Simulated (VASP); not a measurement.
# GaCuSe2 (P-4m2) in VASP: settings compared, part 2 of 2

VASP 6.6.1. The steps go on from the part before.

## Step 3: Relaxation of cell and atoms, LDA

The input, INCAR:

```
ALGO     = Normal         # electronic algorithm
EDIFF    = 1E-6           # SCF threshold, eV
EDIFFG   = -0.005         # ionic threshold
ENCUT    = 600            # plane-wave cutoff, eV
IBRION   = 2              # ionic algorithm
ISIF     = 3              # what is computed and relaxed
ISMEAR   = -1             # smearing method
LASPH    = True           # aspherical terms in the spheres
LCHARG   = False          # write CHGCAR
LREAL    = False          # projectors in reciprocal space
LWAVE    = False          # write WAVECAR
NELM     = 60             # most SCF steps
NSW      = 80             # ionic steps
PREC     = Accurate       # precision mode
SIGMA    = 0.02           # smearing width, eV
```

The input, KPOINTS:

```
k-points
0
Gamma
  6 6 4
```

The input, POSCAR:

```
GaCuSe2
1.0
    3.9913538121      0.0000000000      0.0000000000
    0.0000000000      3.9913538121      0.0000000000
    0.0000000000      0.0000000000      5.6893431965
Cu Se Ga
1 2 1
Direct
    0.0000000000      0.0000000000      0.0000000000
    0.0000000000      0.5000000000      0.2402926736
    0.5000000000      0.0000000000      0.7597073264
    0.5000000000      0.5000000000      0.5000000000
```

Potentials or basis: VASP PAW LDA potentials, release 64 (Cu, Se, Ga_d).

Started as:

```console
> cat potpaw_LDA.64/Cu/POTCAR potpaw_LDA.64/Se/POTCAR potpaw_LDA.64/Ga_d/POTCAR > POTCAR
> mpirun -np 1 vasp_std > vasp.out
```

OUTCAR:

```text
EDIFF = 1E-6
   EDIFFG = -0.005
   ENCUT = 600
   IBRION = 2
   ISIF = 3
   ISMEAR = -1
   LASPH = True
   LREAL = False
   NELM = 60
   NSW = 80
   PREC = Accurate

 ion  position               nearest neighbor table
   1  0.000  0.000  0.000-   2 2.42   3 2.42   2 2.42   3 2.42
   2  0.000  0.500  0.240-   1 2.42   1 2.42   4 2.48   4 2.48
   3  0.500  0.000  0.760-   1 2.42   1 2.42   4 2.48   4 2.48
   4  0.500  0.500  0.500-   2 2.48   3 2.48   3 2.48   2 2.48

  LATTYP: Found a simple tetragonal cell.
 ALAT       =     3.9913538121
 C/A-ratio  =     1.4254169047

  Lattice vectors:

 A1 = (   3.9913538121,   0.0000000000,   0.0000000000)
 A2 = (   0.0000000000,   3.9913538121,   0.0000000000)
 A3 = (   0.0000000000,   0.0000000000,   5.6893431965)

Analysis of symmetry for initial positions (statically):
[... 185 lines left out ...]
 Fermi energy:         3.5751253524
[... 1316 lines left out ...]
  FREE ENERGIE OF THE ION-ELECTRON SYSTEM (eV)
  ---------------------------------------------------
  free  energy   TOTEN  =       -18.4296872195 eV

  energy  without entropy=      -18.4292040936  energy(sigma->0) =      -18.42944566

[... ionic steps 4 to 21 ...]

--------------------------------------- Ionic step       22  -------------------------------------------

 number of electron      35.9999998 magnetization

------------------------ aborting loop because EDIFF is reached ----------------------------------------
[... 71 lines left out ...]
--------------------------------------- Ionic step       24  -------------------------------------------

 number of electron      35.9999997 magnetization

 Free energy of the ion-electron system (eV)
  ---------------------------------------------------
  ext. energy  EPLUGINS =         0.00000000
  ---------------------------------------------------
  free energy    TOTEN  =       -18.43072249 eV

  energy without entropy =      -18.43025462  energy(sigma->0) =      -18.43048856

 E-fermi :   4.4099     XC(G=0): -10.1800

 val. band max:        4.4076973319   @ k =   0.0000   0.0000   0.0000
 cond. band min:       4.6550716636   @ k =   0.5000   0.0000   0.5000
 fundamental gap:      0.2473743317
 Fermi energy:         4.4098782942
[... 631 lines left out ...]
  FREE ENERGIE OF THE ION-ELECTRON SYSTEM (eV)
  ---------------------------------------------------
  free  energy   TOTEN  =       -18.4307224935 eV

  energy  without entropy=      -18.4302546242  energy(sigma->0) =      -18.43048856

 reached required accuracy - stopping structural energy minimisation
```

OSZICAR:

```text
N       E                     dE             d eps       ncg     rms          rms(c)
DAV:   1     0.295897571332E+03    0.29590E+03   -0.18271E+04  1320   0.236E+03
DAV:   2     0.206039521269E+02   -0.27529E+03   -0.26920E+03  1358   0.491E+02
[... 169 lines left out ...]
  23 F= -.18430713E+02 E0= -.18430478E+02  d E =-.928712E-05
       N       E                     dE             d eps       ncg     rms          rms(c)
DAV:   1    -0.184308117825E+02   -0.99134E-04   -0.33694E-03  1484   0.492E-01    0.679E-02
DAV:   2    -0.184307555334E+02    0.56249E-04   -0.87659E-05  1820   0.138E-01    0.404E-02
DAV:   3    -0.184307224901E+02    0.33043E-04   -0.31984E-05  1992   0.118E-01    0.511E-03
DAV:   4    -0.184307224935E+02   -0.33820E-08   -0.76486E-06  1532   0.564E-02
  24 F= -.18430722E+02 E0= -.18430489E+02  d E =-.190371E-04
```

Wall time 10 min (1 thread of Oxide Virtual Turin-like, shared host); peak memory 0.21 GiB.

What came out:

| Property | Result |
| --- | --- |
| Free energy | -18.4307 eV |
| Relaxed volume | 20.90 Å³/atom |
| Relaxed cell | a = 3.890 Å, b = 3.890 Å, c = 5.524 Å, α = 90.00°, β = 90.00°, γ = 90.00° |
| Space group after relaxing (to 0.05 Å) | P-4m2 (No. 115) |
| Energy gained by relaxing | 31.3 meV/atom |
| Ionic steps | 24 |
| Pressure after relaxing | 0.0 GPa |
| Band gap on the k mesh | zero (filled and empty bands touch) |

Forces in eV/Å, atoms in the order of the input:
```
Cu   0.000  0.000  0.000
Se   0.000  0.000 -0.002
Se   0.000  0.000  0.002
Ga   0.000  0.000  0.000
```

The path:
```
step  energy change (eV)  largest force (eV/Å)  pressure (GPa)  volume (Å³)
   1              0.0000                0.0884           -5.18        90.64
   2             -0.1097                0.1052            2.16        81.37
   3             -0.1240                0.1059            0.04        83.53
   4             -0.1240                0.1067           -0.09        83.67
   5             -0.1247                0.0504           -0.12        83.66
   6             -0.1249                0.0091           -0.12        83.65
   7             -0.1249                0.0023           -0.07        83.66
   8             -0.1250                0.0001           -0.01        83.54
   9             -0.1250                0.0012            0.08        83.46
  10             -0.1250                0.0010            0.02        83.50
  11             -0.1250                0.0011            0.07        83.49
  12             -0.1250                0.0003            0.08        83.49
  13             -0.1250                0.0013           -0.08        83.64
  14             -0.1250                0.0007           -0.02        83.57
  15             -0.1250                0.0007            0.07        83.56
  16             -0.1250                0.0012           -0.12        83.69
  17             -0.1250                0.0010           -0.05        83.59
  18             -0.1250                0.0013           -0.03        83.58
  19             -0.1250                0.0007            0.11        83.58
  20             -0.1250                0.0013           -0.11        83.58
  21             -0.1250                0.0007            0.00        83.58
  22             -0.1250                0.0010           -0.02        83.58
  23             -0.1250                0.0013           -0.02        83.58
  24             -0.1250                0.0023           -0.01        83.58
```

Final structure:
```
Cu Se Ga
1.0
     3.88965    0.00000    0.00000
     0.00000    3.88965    0.00000
     0.00000    0.00000    5.52440
Cu Se Ga
1 2 1
Direct
  0.00000 0.00000 0.00000
  0.00000 0.50000 0.23804
  0.50000 0.00000 0.76196
  0.50000 0.50000 0.50000
```

Levels at points of the mesh, in eV from the Fermi level:
| k point | band 16 | band 17 | band 18 | band 19 | band 20 | band 21 |
| --- | --- | --- | --- | --- | --- | --- |
| (0.00, 0.00, 0.00) | -0.19 | -0.09 | 0.00 | 0.00 | 1.54 | 2.86 |
| (0.50, 0.00, 0.00) | -1.84 | -1.80 | -0.58 | 1.73 | 4.40 | 4.65 |
| (0.50, 0.50, 0.00) | -2.18 | -2.18 | -1.70 | 1.40 | 1.66 | 1.66 |
| (0.00, 0.00, 0.50) | -1.90 | -0.86 | -0.86 | 1.74 | 1.77 | 3.71 |
| (0.50, 0.00, 0.50) | -1.59 | -0.68 | -0.46 | 0.25 | 2.54 | 4.38 |
| (0.50, 0.50, 0.50) | -2.30 | -2.11 | -2.03 | 3.03 | 4.08 | 4.08 |

With open d or f shells a metallic result of LDA can be an artefact of self-interaction; +U or a hybrid may open a gap.
